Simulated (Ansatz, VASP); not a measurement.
# One calculation of Ta2N, two programs

Contents of POSCAR:

```
Ta2N
1.0
    3.1739135059      0.0000000000      0.0000000000
   -1.5869567530      2.7486897255      0.0000000000
    0.0000000000      0.0000000000      4.9653523268
Ta N
2 1
Direct
    0.3333333333      0.6666666667      0.2547110000
    0.6666666667      0.3333333333      0.7452890000
    0.0000000000      0.0000000000      0.0000000000
```

File INCAR.step1:

```
SYSTEM = Ta2N
  ALGO = Normal
  EDIFF = 1E-4
  ENCUT = 520
  GGA = PE
  ISMEAR = -1
  LASPH = .TRUE.
  LCHARG = .FALSE.
  LREAL = .FALSE.
  LWAVE = .TRUE.
  NBANDS = 20
  NELM = 60
  PREC = Accurate
  SIGMA = 0.05
```

The input INCAR.step2:

```
SYSTEM = Ta2N
  ALGO = Normal
  EDIFF = 1E-7
  ENCUT = 520
  ISIF = 2
  ISMEAR = -1
  ISTART = 1
  LASPH = .TRUE.
  LCHARG = .FALSE.
  LMIXTAU = .TRUE.
  LREAL = .FALSE.
  LWAVE = .FALSE.
  METAGGA = R2SCAN
  NBANDS = 20
  NELM = 60
  PREC = Accurate
  SIGMA = 0.05
```

KPOINTS

```
k-points
0
G
  10 10 6
  0 0 0
```

Contents of input.yaml:

```yaml
crystal:
  lattice:
    - [3.1739135059, 0.0, 0.0]
    - [-1.586956753, 2.7486897255, 0.0]
    - [0.0, 0.0, 4.9653523268]
  atoms:
    - { symbol: Ta, position: [0.3333333333, 0.6666666667, 0.254711] }
    - { symbol: Ta, position: [0.6666666667, 0.3333333333, 0.745289] }
    - { symbol: "N", position: [0.0, 0.0, 0.0] }
hamiltonian:
  xc: r2scan
  pseudopotentials: { kind: paw }
kpoints:
  mp_grid: { grid: [10, 10, 6] }
scf:
  occupations: { method: fermi_dirac, width: 0.05 }
output:
  forces: true
  stress: true
  eigenvalues: true
```

Alike in both runs: task single point; functional r2SCAN; k mesh 10 × 10 × 6; occupations fermi-dirac, width 0.05 eV; no spin polarisation.

|  | VASP | Ansatz |
| --- | --- | --- |
| version | VASP 6.6.1 | Ansatz 0.2.0 |
| potentials or method | VASP PAW PBE potentials, release 64 (Ta_pv, N) | Ansatz PAW |
| plane-wave cutoff (eV) | 520 | 500 |
| valence electrons in the cell | 27 | 31 |

Ansatz gave:

* gap on the k mesh at the Fermi level (eV): none
* pressure (GPa): -19.5
* traceless stress, the component that is largest in VASP (GPa): 1.53
* rms of the force components (eV/Å): 0.091

Q: Which values does VASP return?

A: gap on the k mesh at the Fermi level (eV): none; pressure (GPa): -18.6; traceless stress, the component that is largest in VASP (GPa): 1.39; rms of the force components (eV/Å): 0.060.

VASP's potentials were made for PBE, not for r2SCAN. Atom by atom the forces differ by 0.031 eV/Å (rms over components). A gap of «none» marks a metal or a gap that the smearing closes. With one functional, cell and mesh, what is left measures potentials, basis and numerics. VASP's potentials hold 27 valence electrons a cell and Ansatz's 31, so a difference there can come from the potentials and not from the codes.

Spin-orbit coupling is off throughout.
